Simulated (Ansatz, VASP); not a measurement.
Given: the input of a run of Ansatz 0.2.0 on MnO.

input.yaml

```yaml
crystal:
  lattice:
    - [0.0, 2.2239077028, 2.2239077028]
    - [2.2239077028, 0.0, 2.2239077028]
    - [2.2239077028, 2.2239077028, 0.0]
  atoms:
    - { symbol: Mn, position: [0.0, 0.0, 0.0], spin: 6.0 }
    - { symbol: O, position: [0.5, 0.5, 0.5] }
hamiltonian:
  xc: pbe
  pseudopotentials: { kind: paw }
magnetization:
  spin_polarized: true
  initial_magnetization: 6.0
  spin_locking: { lock_magnetization: hard }
kpoints:
  mp_grid: { grid: [9, 9, 9] }
scf:
  occupations: { method: fermi_dirac, width: 0.05 }
  lower_state_search: "off"
output:
  forces: true
  stress: true
  eigenvalues: true
```

Potentials or basis: Ansatz PAW.

The run is started by

```console
$ ansatz run input.yaml --threads 2 --pin off --max-ram 5632MiB --backend cpu --events-out ev --progress --plain --runs-dir out
```

Task: Translate it to VASP 6.6.1. Potentials there: VASP PAW PBE potentials, release 64 (Mn_sv, O).

Result: As run (the cutoff follows the program's own potentials):

File INCAR:

```
SYSTEM = MnO
PREC = Accurate
ENCUT = 600
EDIFF = 1E-6
ISMEAR = -1
SIGMA = 0.05
LREAL = .FALSE.
LASPH = .TRUE.
NELM = 200
ALGO = Normal
ISIF = 2
LWAVE = .FALSE.
LCHARG = .TRUE.
ISPIN = 2
MAGMOM = 6 0
LORBIT = 11
NUPDOWN = 6.0
LMAXMIX = 4
GGA = PE
LELF = .TRUE.
LVHAR = .TRUE.
NBANDS = 22
GGA_COMPAT = .FALSE.
```

Contents of KPOINTS:

```
Automatic mesh
0
G
  9 9 9
  0 0 0
```

POSCAR

```
MnO
1.0
    0.0000000000      2.2239077028      2.2239077028
    2.2239077028      0.0000000000      2.2239077028
    2.2239077028      2.2239077028      0.0000000000
Mn O
1 1
Direct
    0.0000000000      0.0000000000      0.0000000000
    0.5000000000      0.5000000000      0.5000000000
```

Potentials or basis: VASP PAW PBE potentials, release 64 (Mn_sv, O).

The run is started by

```bash
$ cat potpaw_PBE.64/Mn_sv/POTCAR potpaw_PBE.64/O/POTCAR > POTCAR
$ mpirun -np 1 vasp_std > vasp.out
```

Both were run:

|  | VASP | Ansatz | Ansatz less VASP |
| --- | --- | --- | --- |
| net moment per atom (μB) | 3.00 | 3.00 | 0.000 |
| size of the moment on the site where the two differ most (μB) | 4.39 | 4.28 | -0.119 |

Site moments also hang on the region over which each program counts them.
